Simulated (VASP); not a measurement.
A run of VASP 6.6.1:

INCAR

```
ALGO = Normal
EDIFF = 1E-6
ENCUT = 500
GGA = PE
GGA_COMPAT = F
ISIF = 2
ISMEAR = -1
LASPH = T
LCHARG = F
LREAL = F
LWAVE = F
NBANDS = 19
NELM = 120
PREC = Accurate
SIGMA = 0.05
```

KPOINTS

```
k-points
0
Gamma
  18 18 10
```

File POSCAR:

```
Ti
1.0
    2.9499978604      0.0000000000      0.0000000000
   -1.4749989302      2.5547730882      0.0000000000
    0.0000000000      0.0000000000      4.8265800000
Ti
2
Direct
    0.3333333333      0.6666666667      0.2500000000
    0.6666666667      0.3333333333      0.7500000000
```

Potentials or basis: VASP PAW PBE potentials, release 64 (Ti_sv).

The run is started by

```console
$ cat potpaw_PBE.64/Ti_sv/POTCAR > POTCAR
$ mpirun -np 1 vasp_std > vasp.out
```

Hardware: 1 thread of Intel(R) Xeon(R) 6975P-C (Granite Rapids), on a shared host.

**Question.** Estimate the wall time of this run.

**Answer.** It took 49 s on 1 thread of Intel(R) Xeon(R) 6975P-C (Granite Rapids), with other jobs on the host, peak memory 0.24 GiB. Counts: scf iterations 14, k points 222.
